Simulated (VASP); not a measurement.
A run of VASP 6.6.1:

Contents of INCAR:

```
PREC = Accurate
ENCUT = 520
EDIFF = 1E-7
ISMEAR = -1
SIGMA = 0.1
LREAL = F
LASPH = T
NELM = 60
ALGO = Normal
ISIF = 2
LWAVE = F
LCHARG = F
GGA = CA
NBANDS = 20
```

Contents of KPOINTS:

```
regular mesh
0
Gamma
  12 12 6
```

POSCAR

```
MoS2
1.0
    3.2274645600     -0.0322746456      0.0000000000
   -1.6416829430      2.8112036228      0.0000000000
    0.0000000000      0.0000000000      6.3124734200
Mo S
1 2
Direct
    0.0000000000      0.0000000000      0.5000000000
    0.3333333333      0.6666666667      0.2553193200
    0.6666666667      0.3333333333      0.7446806800
```

Potentials or basis: VASP PAW LDA potentials, release 64 (Mo_sv, S).

Command:

```sh
$ cat potpaw_LDA.64/Mo_sv/POTCAR potpaw_LDA.64/S/POTCAR > POTCAR
$ mpirun -np 1 vasp_std > vasp.out
```

Hardware: 1 thread of Intel Xeon 8259CL, on a shared host.

How long does it take, and how much memory?

Run time: 7.4 min on 1 thread of Intel Xeon 8259CL (shared host), peak memory 0.51 GiB. Counts: scf iterations 15, k points 436.
